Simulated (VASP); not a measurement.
Set up this calculation in VASP 6.6.1, as the native input.

```
Task                   : single point
Functional             : r2SCAN
Potentials or basis    : VASP PAW PBE potentials, release 64 (Pb_d, S)
Cutoff                 : 520 eV
k mesh                 : 8 × 8 × 8
Occupations            : gaussian, width 0.05 eV
Spin                   : no spin polarisation
Dipole correction      : no
Further INCAR settings : ALGO = Normal; EDIFF = 1e-06; NBANDS = 17
```

The system is PbS.

```xyz
2
Lattice="0.0000 2.9650 2.9650 2.9650 0.0000 2.9650 2.9650 2.9650 0.0000" Properties=species:S:1:pos:R:3 pbc="T T T"
Pb    2.9650    2.9650    2.9650
S     0.0000    0.0000    0.0000
```

The input as run:

POSCAR

```
PbS
1.0
    0.0000000000      2.9650006778      2.9650006778
    2.9650006778      0.0000000000      2.9650006778
    2.9650006778      2.9650006778      0.0000000000
Pb S
1 1
Direct
    0.5000000000      0.5000000000      0.5000000000
    0.0000000000      0.0000000000      0.0000000000
```

INCAR.step1

```
PREC = Accurate
ENCUT = 520
ISMEAR = 0
SIGMA = 0.05
LREAL = F
LASPH = T
NELM = 60
NBANDS = 17
GGA = PE
ALGO = Normal
EDIFF = 1E-4
LWAVE = T
LCHARG = F
```

INCAR.step2

```
PREC = Accurate
ENCUT = 520
EDIFF = 1E-6
ISMEAR = 0
SIGMA = 0.05
LREAL = F
LASPH = T
NELM = 60
ALGO = Normal
ISIF = 2
LWAVE = F
LCHARG = F
METAGGA = R2SCAN
LMIXTAU = T
NBANDS = 17
ISTART = 1
```

KPOINTS

```
regular mesh
0
Gamma
  8 8 8
```

Potentials or basis: VASP PAW PBE potentials, release 64 (Pb_d, S).

Run with:

```sh
$ cat potpaw_PBE.64/Pb_d/POTCAR potpaw_PBE.64/S/POTCAR > POTCAR
$ cp INCAR.step1 INCAR
$ mpirun -np 1 vasp_std > vasp.out
$ cp INCAR.step2 INCAR
$ mpirun -np 1 vasp_std > vasp.out
```

It gave:

```
Pressure               : 1.3 GPa
Band gap on the k mesh : 0.62 eV, direct
```

Caveat: the PAW data sets were made with another functional, which shifts forces and pressure a little; spin-orbit coupling is left out, which moves the levels of the heavy elements.

Run time: 43 s on 1 thread of Intel(R) Xeon(R) 6975P-C (Granite Rapids), with other jobs on the host, peak memory 0.19 GiB.
